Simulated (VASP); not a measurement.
A run of VASP 6.6.1:

The input INCAR:

```
ALGO = Normal ; EDIFF = 1E-6
ENCUT = 520 ; GGA = PS
ISIF = 2 ; ISMEAR = -1
LASPH = True ; LCHARG = False
LREAL = False ; LWAVE = False
NBANDS = 8 ; NELM = 100
PREC = Accurate ; SIGMA = 0.08
```

Contents of KPOINTS:

```
k-points
0
Gamma
  15 15 15
```

POSCAR

```
Li
1.0
   -1.7263484520      1.7263484520      1.7263484520
    1.7263484520     -1.7263484520      1.7263484520
    1.7263484520      1.7263484520     -1.7263484520
Li
1
Direct
    0.0000000000      0.0000000000      0.0000000000
```

Potentials or basis: VASP PAW PBE potentials, release 64 (Li_sv).

Run with:

```bash
$ cat potpaw_PBE.64/Li_sv/POTCAR > POTCAR
$ mpirun -np 1 vasp_std > vasp.out
```

Hardware: 1 thread of AMD EPYC 9R45 96-Core Processor (Zen 5), with other jobs on the host.

Question: Estimate the wall time of this run.

Answer: It took 7.4 s on 1 thread of AMD EPYC 9R45 96-Core Processor (Zen 5), on a shared host, peak memory 0.11 GiB. Counts: scf iterations 10, k points 120.
